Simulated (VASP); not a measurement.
Write the native input for VASP 6.6.1 that does the following.

| Quantity | Value |
| --- | --- |
| Task | single point |
| Functional | LDA |
| Potentials or basis | VASP PAW LDA potentials, release 64 (Te) |
| Cutoff | 520 eV |
| k mesh | 7 × 7 × 5 |
| Occupations | fermi-dirac, width 0.05 eV |
| Spin | no spin polarisation |
| Dipole correction | no |
| Further INCAR settings | ALGO = Normal; EDIFF = 1e-06; NBANDS = 16 |

The structure of Te lies in POSCAR:

```
Te
1.0
    4.4241064818      0.0000000000      0.0000000000
   -2.2120532409      3.8313886024      0.0000000000
    0.0000000000      0.0000000000      5.8842404128
Te
3
Direct
    0.7310000000      0.7310000000      0.0000000000
    0.0000000000      0.2690000000      0.6666666667
    0.2690000000      0.0000000000      0.3333333333
```

These files were run (other wordings do the same):

INCAR

```
  PREC = Accurate
  ENCUT = 520
  EDIFF = 1E-6
  ISMEAR = -1
  SIGMA = 0.05
  LREAL = F
  LASPH = T
  NELM = 100
  ALGO = Normal
  ISIF = 2
  LWAVE = F
  LCHARG = F
  NBANDS = 16
```

KPOINTS

```
regular mesh
0
Gamma
  7 7 5
```

Potentials or basis: VASP PAW LDA potentials, release 64 (Te).

The run is started by

```sh
$ cat potpaw_LDA.64/Te/POTCAR > POTCAR
$ mpirun -np 1 vasp_std > vasp.out
```

It gave:

```
Pressure               : -0.9 GPa
Largest force          : 0.191 eV/Å
Band gap on the k mesh : 0.57 eV (least direct gap 0.76 eV)
```

Caveat: spin-orbit coupling is left out, which moves the levels of the heavy elements; an odd mesh through Γ misses points on the zone boundary, where band edges can lie.

Wall time 49 s on 1 thread of Intel(R) Xeon(R) Platinum 8259CL CPU @ 2.50GHz (Skylake/Cascade Lake), on a shared host, peak memory 0.2 GiB.
